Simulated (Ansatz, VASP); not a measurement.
TiSi2: VASP beside Ansatz

```xyz
6
Lattice="0.0539 4.2279 4.2796 2.4221 0.0313 4.2796 2.4760 4.2592 0.0000" Properties=species:S:1:pos:R:3 pbc="T T T"
Ti    3.7140    6.3889    6.4308
Ti    2.4760    4.2592    4.2682
Si    1.2233    0.7508    2.1390
Si    1.2526    3.5085    2.1390
Si    2.4367    1.4102    4.2804
Si    2.5152    7.1083    4.2804
```

Change from the starting cell: strain along c alone, the other axes held, atoms relaxed: +3.0 %.

Alike in both runs: functional PBE; k mesh 10 × 10 × 10; occupations gaussian, width 0.1 eV; no spin polarisation.

Ansatz relaxed the structure, and its values are those at the end. VASP's run is a single point on that final structure, the one shown.

|  | VASP | Ansatz |
| --- | --- | --- |
| version | VASP 6.6.1 | Ansatz 0.2.0 |
| potentials or method | VASP PAW PBE potentials, release 64 (Ti_sv, Si), cutoff 520 eV | scalar-relativistic, plane waves, PAW |
| valence electrons in the cell | 40 | 40 |

```csv
,VASP,Ansatz,Ansatz less VASP
gap on the k mesh at the Fermi level (eV),none,none,-
pressure (GPa),-3.4,-3.3,+0.03
rms of the force components (eV/Å),0.005,0.004,-0.0002
```

A gap of «none» marks a metal or a gap that the smearing closes. The functional is the same, so the differences come from potentials, cutoffs and numerics. Ansatz's warnings: stress scf threshold loose.
